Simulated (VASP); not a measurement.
# ZnO (Fm-3m) in VASP: notebook

The runs below take ZnO through single point, with PBEsol, r2SCAN.

Everything below comes from runs of VASP 6.6.1. Logs are shortened: lines on timing, memory, paths and dates and some standing lists are left out, and cuts for length are marked.

### Step 1. The cell of the first run

Symmetry: Fm-3m, No. 225, cubic system. Conventional cell: a = 4.265 Å, b = 4.265 Å, c = 4.265 Å, α = 90.00°, β = 90.00°, γ = 90.00°. Within 2.8 Å of Zn (site symmetry m-3m) lie 6 O at 2.13 Å. O (site symmetry m-3m) has 6 Zn at 2.13 Å within 2.8 Å.

### Step 2. Single point, PBEsol

File INCAR:

```
PREC = Accurate
ENCUT = 520
EDIFF = 1E-6
ISMEAR = -1
SIGMA = 0.05
LREAL = F
LASPH = T
NELM = 80
ALGO = Normal
ISIF = 2
LWAVE = F
LCHARG = F
GGA = PS
NBANDS = 16
```

File KPOINTS:

```
regular mesh
0
Gamma
  10 10 10
```

File POSCAR:

```
ZnO
1.0
    0.0000000000      2.1325600000      2.1325600000
    2.1325600000      0.0000000000      2.1325600000
    2.1325600000      2.1325600000      0.0000000000
Zn O
1 1
Direct
    0.0000000000      0.0000000000      0.0000000000
    0.5000000000      0.5000000000      0.5000000000
```

Potentials or basis: VASP PAW PBE potentials, release 64 (Zn, O).

Command:

```console
$ cat potpaw_PBE.64/Zn/POTCAR potpaw_PBE.64/O/POTCAR > POTCAR
$ mpirun -np 1 vasp_std > vasp.out
```

OUTCAR:

```text
PREC = Accurate
   ENCUT = 520
   EDIFF = 1E-6
   ISMEAR = -1
   LREAL = F
   LASPH = T
   NELM = 80
   ISIF = 2
   GGA = PS

 ion  position               nearest neighbor table
   1  0.000  0.000  0.000-   2 2.13   2 2.13   2 2.13   2 2.13   2 2.13   2 2.13
   2  0.500  0.500  0.500-   1 2.13   1 2.13   1 2.13   1 2.13   1 2.13   1 2.13

  LATTYP: Found a face centered cubic cell.
 ALAT       =     4.2651200000

  Lattice vectors:

 A1 = (   0.0000000000,   2.1325600000,   2.1325600000)
 A2 = (   2.1325600000,   0.0000000000,   2.1325600000)
 A3 = (   2.1325600000,   2.1325600000,   0.0000000000)

Analysis of symmetry for initial positions (statically):
=====================================================================
 Subroutine PRICEL returns:
 Original cell was already a primitive cell.

 Routine SETGRP: Setting up the symmetry group for a
 face centered cubic supercell.

 Subroutine GETGRP returns: Found 48 space group operations
 (whereof 48 operations were pure point group operations)
 out of a pool of 48 trial point group operations.

The static configuration has the point symmetry O_h .

Analysis of symmetry for dynamics (positions and initial velocities):
=====================================================================
 Subroutine PRICEL returns:
 Original cell was already a primitive cell.

 Routine SETGRP: Setting up the symmetry group for a
 face centered cubic supercell.

 Subroutine GETGRP returns: Found 48 space group operations
 (whereof 48 operations were pure point group operations)
 out of a pool of 48 trial point group operations.

The dynamic configuration has the point symmetry O_h .

 Subroutine INISYM returns: Found 48 space group operations
 (whereof 48 operations are pure point group operations),
 and found     1 'primitive' translations

----------------------------------------------------------------------------------------

                                     Primitive cell

  volume of cell :      19.3970

  direct lattice vectors                    reciprocal lattice vectors
     0.000000000  2.132560000  2.132560000    -0.234459992  0.234459992  0.234459992
     2.132560000  0.000000000  2.132560000     0.234459992 -0.234459992  0.234459992
     2.132560000  2.132560000  0.000000000     0.234459992  0.234459992 -0.234459992

  length of vectors
     3.015895275  3.015895275  3.015895275     0.406096618  0.406096618  0.406096618

  position of ions in fractional coordinates (direct lattice)
     0.000000000  0.000000000  0.000000000
     0.500000000  0.500000000  0.500000000

  ion indices of the primitive-cell ions
   primitive index   ion index
                 1           1
                 2           2

----------------------------------------------------------------------------------------

 KPOINTS: regular mesh

Automatic generation of k-mesh.
 Grid dimensions read from file:
 generate k-points for:   10   10   10

 Generating k-lattice:

  Cartesian coordinates                     Fractional coordinates (reciprocal lattice)
    -0.023445999  0.023445999  0.023445999     0.100000000  0.000000000  0.000000000
     0.023445999 -0.023445999  0.023445999     0.000000000  0.100000000  0.000000000
     0.023445999  0.023445999 -0.023445999     0.000000000  0.000000000  0.100000000

  Length of vectors
     0.040609662  0.040609662  0.040609662

  Shift w.r.t. Gamma in fractional coordinates (k-lattice)
     0.000000000  0.000000000  0.000000000

 Subroutine IBZKPT returns following result:
 ===========================================

 Found     47 irreducible k-points:

 Following reciprocal coordinates:
            Coordinates               Weight
  0.000000  0.000000  0.000000      1.000000
  0.100000  0.000000  0.000000      8.000000
  0.200000  0.000000  0.000000      8.000000
  0.300000  0.000000  0.000000      8.000000
  0.400000  0.000000  0.000000      8.000000
  0.500000  0.000000  0.000000      4.000000
[... 16 lines left out ...]
  0.300000  0.300000  0.000000      6.000000
  0.400000  0.300000  0.000000     24.000000
 [... further k-points ...]
   k-points           NKPTS =     47   k-points in BZ     NKDIM =     47   number of bands    NBANDS=     16
   number of dos      NEDOS =    301   number of ions     NIONS =      2
   total plane-waves  NPLWV =  13824
   dimension x,y,z NGX =    24 NGY =   24 NGZ =   24
   dimension x,y,z NGXF=    48 NGYF=   48 NGZF=   48
   ions per type =               1   1
   NGX,Y,Z   is equivalent  to a cutoff of  13.23, 13.23, 13.23 a.u.
   NGXF,Y,Z  is equivalent  to a cutoff of  26.46, 26.46, 26.46 a.u.
 SYSTEM =  unknown system
   PREC   = accura    normal or accurate (medium, high low for compatibility)
   ISTART =      0    job   : 0-new  1-cont  2-samecut
   ICHARG =      2    charge: 1-file 2-atom 10-const
   ISPIN  =      1    spin polarized calculation?
   LNONCOLLINEAR =      F non collinear calculations
   LSORBIT =      F    spin-orbit coupling
   LASPH  =      T    aspherical Exc in radial PAW
   ENCUT  =  520.0 eV  38.22 Ry    6.18 a.u.   5.61  5.61  5.61*2*pi/ulx,y,z
   NELM   =     80;   NELMIN=  2; NELMDL= -5     # of ELM steps
   EDIFF  = 0.1E-05   stopping-criterion for ELM
   LREAL  =      F    real-space projection
   EDIFFG = 0.1E-04   stopping-criterion for IOM
   NSW    =      0    number of steps for IOM
   IBRION =     -1    ionic relax: 0-MD 1-quasi-New 2-CG
   NFREE  =      0    steps in history (QN), initial steepest desc. (CG)
   ISIF   =      2    stress and relaxation
   ISYM   =      2    0-nonsym 1-usesym 2-fastsym
   POTIM  = 0.5000    time-step for ionic-motion
   TEBEG  =    0.0;   TEEND  =   0.0 temperature during run
   PSTRESS=    0.0 pullay stress
   NELECT =      18.0000    total number of electrons
   NUPDOWN=      -1.0000    fix difference up-down
   EMIN   =  10.00;   EMAX   =-10.00  energy-range for DOS
   EFERMI =   0.00;   METHOD = LEGACY
   ISMEAR =    -1;   SIGMA  =   0.05  broadening in eV -4-tet -1-fermi 0-gaus
   EFERMI_NEDOS =   21; number of points for ismear=-14 and -15
   IALGO  =     38    algorithm
   IMIX   =      4    mixing-type and parameters
     AMIX     =   0.40;   BMIX     =  1.00
     AMIX_MAG =   1.60;   BMIX_MAG =  1.00
  volume/ion in A,a.u.               =       9.70        65.45
  Fermi-wavevector in a.u.,A,eV,Ry     =   1.596814  3.017541 34.692351  2.549816
  Thomas-Fermi vector in A             =   2.694518
   LORBIT       =      0    0 simple, 1 ext, 2 COOP (PROOUT), +10 PAW based schemes
   GGA     = PS    functional components
   LHFCALC =     F    Hartree Fock is set to
   AEXX    =    0.0000 exact exchange contribution
   IVDW    =     0    specifies the selected vdW correction
   LEPSILON=     F    determine dielectric tensor
   LRPA    =     F    only Hartree local field effects (RPA)
 non-spin polarized calculation
  energy-cutoff  :      520.00
  volume of cell :       19.40
 maximum number of plane-waves:       544
 NGX is ok and might be reduce to    24
   NGX = 11   NGY = 11   NGZ = 11

 number of electron      18.0000002 magnetization

 Free energy of the ion-electron system (eV)
  ---------------------------------------------------
  ext. energy  EPLUGINS =         0.00000000
  ---------------------------------------------------
  free energy    TOTEN  =        -9.48523946 eV

  energy without entropy =       -9.48523713  energy(sigma->0) =       -9.48523830

 E-fermi :   3.2042     XC(G=0): -12.6029

 val. band max:        2.7009138771   @ k =   0.5000   0.0000   0.0000
 cond. band min:       3.5418078812   @ k =   0.0000   0.0000   0.0000
 fundamental gap:      0.8408940041
 Fermi energy:         3.2042159729

 k-point     1 :       0.0000    0.0000    0.0000
  band No.  band energies     occupation
      1     -15.9601      2.00000
      2      -2.1781      2.00000
      3      -2.1781      2.00000
      4      -2.1781      2.00000
      5      -1.9547      2.00000
      6      -1.9547      2.00000
[... 8 lines left out ...]
     15      22.1142      0.00000
     16      22.1143      0.00000

 k-point     2 :       0.1000    0.0000    0.0000
  band No.  band energies     occupation
      1     -15.8453      2.00000
      2      -2.2659      2.00000
      3      -2.1967      2.00000
      4      -2.1967      2.00000
      5      -2.0494      2.00000
      6      -2.0494      2.00000
[... 8 lines left out ...]
     15      22.1921      0.00000
     16      22.1921      0.00000

 k-point     3 :       0.2000    0.0000    0.0000
  band No.  band energies     occupation
      1     -15.5271      2.00000
      2      -2.7096      2.00000
      3      -2.4861      2.00000
      4      -2.4861      2.00000
      5      -2.0005      2.00000
      6      -2.0005      2.00000
[... 8 lines left out ...]
     15      22.9869      0.00000
     16      22.9869      0.00000

 k-point     4 :       0.3000    0.0000    0.0000
  band No.  band energies     occupation
      1     -15.0912      2.00000
      2      -3.6413      2.00000
      3      -2.8329      2.00000
      4      -2.8329      2.00000
      5      -1.8786      2.00000
      6      -1.8786      2.00000
[... 8 lines left out ...]
     15      24.4006      0.00000
     16      24.4006      0.00000
[... 324 lines left out ...]
 k-point    22 :      -0.2000    0.2000    0.0000
  band No.  band energies     occupation
      1     -14.9765      2.00000
      2      -3.6353      2.00000
      3      -2.9268      2.00000
      4      -2.6744      2.00000
      5      -1.9608      2.00000
      6      -1.7363      2.00000
[... 8 lines left out ...]
     15      24.5750      0.00000
     16      25.6592      0.00000

 k-point    23 :       0.3000    0.3000    0.0000
  band No.  band energies     occupation
      1     -14.9229      2.00000
      2      -3.5885      2.00000
      3      -2.4749      2.00000
      4      -2.0188      2.00000
      5      -2.0188      2.00000
      6      -1.8168      2.00000
[... 8 lines left out ...]
     15      29.7910      0.00000
     16      31.0983      0.00000

 k-point    24 :       0.4000    0.3000    0.0000
  band No.  band energies     occupation
      1     -14.6744      2.00000
      2      -3.6129      2.00000
      3      -2.6135      2.00000
      4      -2.1546      2.00000
      5      -1.9276      2.00000
      6      -1.7091      2.00000
[... 8 lines left out ...]
     15      30.1644      0.00000
     16      30.6833      0.00000

 [... further k-points ...]

------------------------ aborting loop because EDIFF is reached ----------------------------------------

  FORCE on cell =-STRESS in cart. coord.  units (eV):
  Direction    XX          YY          ZZ          XY          YZ          ZX
  --------------------------------------------------------------------------------------
  -------------------------------------------------------------------------------------
  Total        0.1472492      0.1472492      0.1472492     -0.0000000      0.0000000     -0.0000000
  in kB       12.1626943     12.1626943     12.1626943     -0.0000000      0.0000000     -0.0000000
  external PRESSURE =      12.1626943 kB  Pullay stress =       0.0000000 kB

 VOLUME and BASIS-vectors are now :
 -----------------------------------------------------------------------------
  energy-cutoff  :      520.00
  volume of cell :       19.40
      direct lattice vectors                 reciprocal lattice vectors
     0.000000000  2.132560000  2.132560000    -0.234459992  0.234459992  0.234459992
     2.132560000  0.000000000  2.132560000     0.234459992 -0.234459992  0.234459992
     2.132560000  2.132560000  0.000000000     0.234459992  0.234459992 -0.234459992

 POSITION                                       TOTAL-FORCE (eV/Angst)
 -----------------------------------------------------------------------------------
      0.00000      0.00000      0.00000         0.000000      0.000000      0.000000
      2.13256      2.13256      2.13256         0.000000     -0.000000     -0.000000
 -----------------------------------------------------------------------------------
    total drift:                                0.000000     -0.000000     -0.000000

  FREE ENERGIE OF THE ION-ELECTRON SYSTEM (eV)
  ---------------------------------------------------
  free  energy   TOTEN  =        -9.4852394569 eV

  energy  without entropy=       -9.4852371346  energy(sigma->0) =       -9.48523830
```

It took 4.9 s on 1 thread of Intel Xeon 6975P-C (Granite Rapids), shared host; peak memory 0.14 GiB.

Results:

- Free energy: -9.4852 eV
- Pressure: 1.2 GPa
- Band gap on the k mesh: 0.84 eV, indirect (least direct gap 2.27 eV)

Caveat: the PAW data sets were made with another functional, which shifts forces and pressure a little. As with any semilocal functional, this PBEsol gap is likely too small.

(Part 1 of 2 ends here.)
